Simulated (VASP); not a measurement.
Input of a VASP 6.6.1 run:

POSCAR

```
TaF3
1.0
    3.9012000000      0.0000000000      0.0000000000
    0.0000000000      3.9012000000      0.0000000000
    0.0000000000      0.0000000000      3.9012000000
Ta F
1 3
Direct
    0.0000000000      0.0000000000      0.0000000000
    0.5000000000      0.0000000000      0.0000000000
    0.0000000000      0.5000000000      0.0000000000
    0.0000000000      0.0000000000      0.5000000000
```

Contents of INCAR.step1:

```
PREC     = Accurate       # precision mode
ENCUT    = 660            # plane-wave cutoff, eV
ISMEAR   = -1             # smearing method
SIGMA    = 0.1            # smearing width, eV
LREAL    = F              # projectors in reciprocal space
LASPH    = T              # aspherical terms in the spheres
NELM     = 120            # most SCF steps
NBANDS   = 24             # bands
GGA      = PE             # functional
ALGO     = Normal         # electronic algorithm
EDIFF    = 1E-5           # SCF threshold, eV
LWAVE    = T              # write WAVECAR
LCHARG   = F              # write CHGCAR
GGA_COMPAT= F
```

The input INCAR.step2:

```
PREC     = Accurate       # precision mode
ENCUT    = 660            # plane-wave cutoff, eV
EDIFF    = 1E-6           # SCF threshold, eV
ISMEAR   = -1             # smearing method
SIGMA    = 0.1            # smearing width, eV
LREAL    = F              # projectors in reciprocal space
LASPH    = T              # aspherical terms in the spheres
NELM     = 120            # most SCF steps
ALGO     = Normal         # electronic algorithm
ISIF     = 2              # what is computed and relaxed
LWAVE    = F              # write WAVECAR
LCHARG   = F              # write CHGCAR
METAGGA  = R2SCAN         # meta-GGA
LMIXTAU  = T            
NBANDS   = 24             # bands
ISTART   = 1            
GGA_COMPAT= F
```

The input KPOINTS:

```
Automatic mesh
0
Gamma
  3 3 3
```

Potentials or basis: VASP PAW PBE potentials, release 64 (Ta_pv, F).

Run with:

```bash
$ cat potpaw_PBE.64/Ta_pv/POTCAR potpaw_PBE.64/F/POTCAR > POTCAR
$ cp INCAR.step1 INCAR
$ mpirun -np 1 vasp_std > vasp.out
$ cp INCAR.step2 INCAR
$ mpirun -np 1 vasp_std > vasp.out
```

(1) Predict the band gap on the k mesh.

(2) Estimate the pressure.

Answers

(1) zero (bands 16 and 17 overlap by 2.20 eV).

(2) 24.0 GPa.

Caveat: the k points lie up to 0.54 Å⁻¹ apart, too coarse for converged energies and pressures of a metal; the PAW data sets were made with another functional, which shifts forces and pressure a little; spin-orbit coupling is left out, which moves the levels of the heavy elements.
